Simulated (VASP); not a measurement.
NaLa: single point with RPBE

The system is NaLa.

```
CELL_PARAMETERS angstrom
3.60625 0.00000 0.00000
-1.80313 3.12310 0.00000
0.00000 0.00000 6.48378
ATOMIC_POSITIONS crystal
La 0.33333 0.66667 0.50000
Na 0.00000 0.00000 0.00000
```

```json
{
  "Program": "VASP 6.6.1",
  "Task": "single point",
  "Functional": "RPBE",
  "Potentials or basis": "VASP PAW PBE potentials, release 64 (La, Na_pv)",
  "Cutoff": "520 eV",
  "k mesh": "9 × 9 × 4",
  "Occupations": "gaussian, width 0.05 eV",
  "Spin": "no spin polarisation",
  "Dipole correction": "no",
  "Further INCAR settings": "ALGO = Normal; EDIFF = 1e-07; NBANDS = 16"
}
```

```json
{
 "Pressure": "0.9 GPa",
 "Band gap on the k mesh": "zero (bands 9 and 10 overlap by 0.55 eV)"
}
```

Stress tensor (GPa, compression positive):
```
0.98 0.00 0.00
0.00 0.98 0.00
0.00 0.00 0.81
```

Levels at points of the mesh, in eV from the Fermi level:
| k point | band 6 | band 7 | band 8 | band 9 | band 10 | band 11 | band 12 | band 13 |
| --- | --- | --- | --- | --- | --- | --- | --- | --- |
| (0.00, 0.00, 0.00) | -16.07 | -16.07 | -3.28 | -1.21 | 0.73 | 1.10 | 1.63 | 1.65 |
| (0.00, 0.00, 0.50) | -16.07 | -16.07 | -2.34 | -2.05 | 0.03 | 1.10 | 1.35 | 1.65 |

Wall time 28 s on 1 thread of Intel(R) Xeon(R) 6975P-C (Granite Rapids) (shared host), peak memory 0.21 GiB.

Caveat: the PAW data sets were made with another functional, which shifts forces and pressure a little; spin-orbit coupling is left out, which moves the levels of the heavy elements.
